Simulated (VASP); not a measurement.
Here is a VASP 6.6.1 calculation.

File INCAR:

```
SYSTEM = MnO
ALGO = Normal
EDIFF = 1E-7
ENCUT = 520
GGA = PS
ISIF = 2
ISMEAR = -1
ISPIN = 2
LASPH = .TRUE.
LCHARG = .TRUE.
LELF = .TRUE.
LMAXMIX = 4
LORBIT = 11
LREAL = .FALSE.
LVHAR = .TRUE.
LWAVE = .FALSE.
MAGMOM = -4.2 0
NBANDS = 20
NELM = 150
PREC = Accurate
SIGMA = 0.05
```

File KPOINTS:

```
k-points
0
G
  10 10 10
  0 0 0
```

POSCAR

```
MnO
1.0
    0.0000000000      2.2239077028      2.2239077028
    2.2239077028      0.0000000000      2.2239077028
    2.2239077028      2.2239077028      0.0000000000
Mn O
1 1
Direct
    0.0000000000      0.0000000000      0.0000000000
    0.5000000000      0.5000000000      0.5000000000
```

Potentials or basis: VASP PAW PBE potentials, release 64 (Mn_pv, O).

The run is started by

```console
$ cat potpaw_PBE.64/Mn_pv/POTCAR potpaw_PBE.64/O/POTCAR > POTCAR
$ mpirun -np 1 vasp_std > vasp.out
```

(1) Estimate the net moment.

(2) What does it give for the pressure?

Results:

(1) -4.77 μB per cell.

(2) -6.9 GPa.

Caveat: the PAW data sets were made with another functional, which shifts forces and pressure a little; a cell with one magnetic atom can't hold antiferromagnetic order, which such compounds often take.
